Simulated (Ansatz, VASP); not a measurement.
# Two plane-wave programs on Hf3Br

```
CELL_PARAMETERS angstrom
4.44701 0.00000 0.00000
0.00000 4.44701 0.00000
0.00000 0.00000 4.44701
ATOMIC_POSITIONS crystal
Hf 0.00000 0.50000 0.50000
Hf 0.50000 0.00000 0.50000
Hf 0.50000 0.50000 0.00000
Br 0.00000 0.00000 0.00000
```

Change from the starting cell: species swapped into the ScIn3 type (Pm-3m, No. 221).

Alike in both runs: functional PBE; k mesh 10 × 10 × 10; occupations gaussian, width 0.1 eV; no spin polarisation.

Ansatz relaxed the structure, and its values are those at the end. VASP's run is a single point on that final structure, the one shown.

|  | VASP | Ansatz |
| --- | --- | --- |
| version | VASP 6.6.1 | Ansatz 0.2.0 |
| potentials or method | VASP PAW PBE potentials, release 64 (Hf_pv, Br), cutoff 520 eV | scalar-relativistic, plane waves, PAW |
| valence electrons in the cell | 37 | 85 |

Ansatz gave:

| Quantity | Value |
| --- | --- |
| gap on the k mesh at the Fermi level (eV) | none |
| pressure (GPa) | 0.0 |

Question: What did VASP give for the same quantities?

Answer: gap on the k mesh at the Fermi level (eV): none; pressure (GPa): -0.4.

A gap of «none» marks a metal or a gap that the smearing closes. VASP's potentials hold 37 valence electrons a cell and Ansatz's 85, so a difference there can come from the potentials and not from the codes.

Spin-orbit coupling is off throughout.
